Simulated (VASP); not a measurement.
A run of VASP 6.6.1:

INCAR

```
PREC = Accurate
ENCUT = 520
EDIFF = 1E-6
ISMEAR = 0
SIGMA = 0.1
LREAL = False
LASPH = True
NELM = 100
ALGO = Fast
ISIF = 2
LWAVE = False
LCHARG = False
GGA = PE
NBANDS = 16
```

KPOINTS

```
Automatic mesh
0
Gamma
  12 12 16
```

Contents of POSCAR:

```
Li2Sc
1.0
    4.9276172315      0.0000000000      0.0000000000
   -2.4638086157      4.2674417026      0.0000000000
    0.0000000000      0.0000000000      3.0335545123
Li Sc
2 1
Direct
    0.3333333333      0.6666666667      0.5000000000
    0.6666666667      0.3333333333      0.5000000000
    0.0000000000      0.0000000000      0.0000000000
```

Potentials or basis: VASP PAW PBE potentials, release 64 (Li_sv, Sc_sv).

Run with:

```console
$ cat potpaw_PBE.64/Li_sv/POTCAR potpaw_PBE.64/Sc_sv/POTCAR > POTCAR
$ mpirun -np 1 vasp_std > vasp.out
```

Hardware: 1 thread of Intel(R) Xeon(R) 6975P-C (Granite Rapids) (shared host).

**Question.** How long does it take, and how much memory?

**Answer.** Run time: 2.9 min on 1 thread of Intel(R) Xeon(R) 6975P-C (Granite Rapids) (shared host), peak memory 0.3 GiB. Counts: scf iterations 33, k points 171.
